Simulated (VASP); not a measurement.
Set up this calculation in VASP 6.6.1, as the native input.

- Task: electric field gradients
- Functional: LDA
- Potentials or basis: VASP PAW LDA potentials, release 64 (Ba_sv, S)
- Cutoff: 520 eV
- k mesh: 7 × 7 × 7
- Occupations: fermi-dirac, width 0.01 eV
- Spin: no spin polarisation
- Dipole correction: no
- Further INCAR settings: ALGO = Normal; EDIFF = 1e-08; NBANDS = 15

The structure of BaS lies in POSCAR:

```
BaS
1.0
    0.0319375000      3.2097187500      3.2097187500
    3.2097187500      0.0319375000      3.2097187500
    3.2097187500      3.2097187500      0.0319375000
Ba S
1 1
Direct
    0.0000000000      0.0000000000      0.0000000000
    0.5000000000      0.5000000000      0.5000000000
```

This cell differs from its parent crystal: equal xy, yz and zx shear strains of +1 %.

The input as run:

INCAR

```
SYSTEM = BaS
PREC = Accurate
ENCUT = 520
EDIFF = 1E-8
ISMEAR = -1
SIGMA = 0.01
LREAL = .FALSE.
LASPH = .TRUE.
NELM = 60
ALGO = Normal
ISIF = 2
LWAVE = .FALSE.
LCHARG = .FALSE.
LEFG = .TRUE.
NBANDS = 15
```

KPOINTS

```
Automatic mesh
0
G
  7 7 7
  0 0 0
```

Potentials or basis: VASP PAW LDA potentials, release 64 (Ba_sv, S).

Run with:

```console
$ cat potpaw_LDA.64/Ba_sv/POTCAR potpaw_LDA.64/S/POTCAR > POTCAR
$ mpirun -np 1 vasp_std > vasp.out
```

It gave:

The pressure is -1.8 GPa and the band gap on the k mesh is 1.95 eV, indirect (least direct gap 2.10 eV).

Caveat: the cell differs from its parent crystal (equal xy, yz and zx shear strains of +1 %); without QUAD_EFG the Cq values of the log hold for a quadrupole moment of 1 mb, not for the nuclei; spin-orbit coupling is left out, which moves the levels of the heavy elements.

Run time: 89 s on 1 thread of AMD EPYC 7R13 (shared host), peak memory 0.16 GiB.
